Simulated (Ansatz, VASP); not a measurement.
## AlCu5: VASP beside Ansatz

```xyz
6
Lattice="4.4897 0.0000 0.0000 -2.2449 3.8882 0.0000 0.0000 0.0000 4.2341" Properties=species:S:1:pos:R:3 pbc="T T T"
Al    0.0000    0.0000    2.1170
Cu    2.9896    0.0000    0.0000
Cu   -1.4948    2.5890    0.0000
Cu    0.7501    1.2992    0.0000
Cu    0.0000    2.5922    2.1170
Cu    2.2449    1.2961    2.1170
```

Change from the starting cell: relaxed end of: species swapped into the Hf5Sc type (P-62m, No. 189).

Alike in both runs: functional PBE; k mesh 12 × 12 × 10; occupations gaussian, width 0.1 eV; no spin polarisation.

Ansatz relaxed the structure, and its values are those at the end. VASP's run is a single point on that final structure, the one shown.

|  | VASP | Ansatz |
| --- | --- | --- |
| version | VASP 6.6.1 | Ansatz 0.2.0 |
| potentials or method | VASP PAW PBE potentials, release 64 (Al, Cu), cutoff 520 eV | scalar-relativistic, plane waves, PAW |
| valence electrons in the cell | 58 | 98 |

Ansatz gave:

* gap on the k mesh at the Fermi level (eV): none
* pressure (GPa): 0.0

Task: Estimate VASP's values.

Result: gap on the k mesh at the Fermi level (eV): none; pressure (GPa): 0.4.

A gap of «none» marks a metal or a gap that the smearing closes. VASP's potentials hold 58 valence electrons a cell and Ansatz's 98, so a difference there can come from the potentials and not from the codes.
